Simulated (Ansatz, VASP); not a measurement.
**One calculation of Ta3N, two programs**

```
Ta N
1.0
     3.03222    0.00000    0.00000
    -1.51611    2.62598    0.00000
     0.00000    0.00000    7.52414
Ta N
3 1
Direct
  0.66667 0.33333 0.82607
  0.33333 0.66667 0.17393
  0.00000 0.00000 0.50000
  0.00000 0.00000 0.00000
```

Alike in both runs: functional PBE; k mesh 10 × 10 × 4; occupations fermi-dirac, width 0.05 eV; no spin polarisation; Hubbard terms Ta d U = 1.0 eV.

|  | VASP | Ansatz |
| --- | --- | --- |
| version | VASP 6.6.1 | Ansatz 0.2.0 |
| potentials or method | VASP PAW PBE potentials, release 64 (Ta_pv, N) | Ansatz PAW |
| plane-wave cutoff (eV) | 520 | 420 |
| valence electrons in the cell | 38 | 44 |
| task | single point | projected density of states |

```csv
,VASP,Ansatz,Ansatz less VASP
gap on the k mesh at the Fermi level (eV),none,none,-
pressure (GPa),2.4,0.0,-2.39
"traceless stress, the component that is largest in VASP (GPa)",0.67,0.84,+0.168
rms of the force components (eV/Å),0.005,0.039,+0.0339
```

The programs project onto different local orbitals, so the same U acts differently, and such runs can settle in different states. Atom by atom the forces differ by 0.045 eV/Å (rms over components). A gap of «none» marks a metal or a gap that the smearing closes. VASP's potentials hold 38 valence electrons a cell and Ansatz's 44, so a difference there can come from the potentials and not from the codes.

Spin-orbit coupling is off throughout.
